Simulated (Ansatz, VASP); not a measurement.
# One calculation of Ge, two programs

Contents of INCAR:

```
PREC     = Accurate       # precision mode
ENCUT    = 600            # plane-wave cutoff, eV
EDIFF    = 1E-6           # SCF threshold, eV
ISMEAR   = 0              # smearing method
SIGMA    = 0.1            # smearing width, eV
LREAL    = False          # projectors in reciprocal space
LASPH    = True           # aspherical terms in the spheres
NELM     = 80             # most SCF steps
ALGO     = Normal         # electronic algorithm
ISIF     = 3              # what is computed and relaxed
LWAVE    = False          # write WAVECAR
LCHARG   = False          # write CHGCAR
GGA      = PE             # functional
IVDW     = 12             # dispersion correction
IBRION   = 2              # ionic algorithm
NSW      = 100            # ionic steps
EDIFFG   = -0.005         # ionic threshold
```

The input KPOINTS:

```
regular mesh
0
Gamma
  12 12 12
```

POSCAR

```
Ge
1.0
    0.0000000000      2.8374271074      2.8374271074
    2.8374271074      0.0000000000      2.8374271074
    2.8374271074      2.8374271074      0.0000000000
Ge
2
Direct
    0.5000000000      0.5000000000      0.5000000000
    0.7500000000      0.7500000000      0.7500000000
```

Input for Ansatz:

```yaml
crystal:
  lattice:
    - [0.0, 2.8374271074, 2.8374271074]
    - [2.8374271074, 0.0, 2.8374271074]
    - [2.8374271074, 2.8374271074, 0.0]
  atoms:
    - { symbol: Ge, position: [0.5, 0.5, 0.5] }
    - { symbol: Ge, position: [0.75, 0.75, 0.75] }
basis:
  ecutwfc: 420
kpoints:
  mp_grid: { grid: [12, 12, 12] }
hamiltonian:
  xc: pbe
  dispersion: d3bj
scf:
  occupations: { method: gaussian, width: 0.1 }
output:
  forces: true
  stress: true
  eigenvalues: true
relax:
  adjacent_minimum: "off"
  f_tol: 0.005
  max_steps: 80
  cell: { stress_tol: 0.05 }
```

Alike in both runs: task relaxation of cell and atoms; functional PBE; dispersion D3(BJ); k mesh 12 × 12 × 12; occupations gaussian, width 0.1 eV; no spin polarisation.

|  | VASP | Ansatz |
| --- | --- | --- |
| version | VASP 6.6.1 | Ansatz 0.2.0 |
| potentials or method | VASP PAW PBE potentials, release 64 (Ge_d), cutoff 600 eV | scalar-relativistic, plane waves, PAW |
| valence electrons in the cell | 28 | 28 |

Ansatz gave:

```
gap on the k mesh at the Fermi level, each at its own relaxed structure (eV) : none
relaxed volume (Å³/atom)                                                     : 23.14
relaxed cell length with the largest relative difference (Å)                 : 4.030
```

Question: Which values does VASP return?

Answer: gap on the k mesh at the Fermi level, each at its own relaxed structure (eV): none; relaxed volume (Å³/atom): 23.21; relaxed cell length with the largest relative difference (Å): 4.034.

A gap of «none» marks a metal or a gap that the smearing closes.
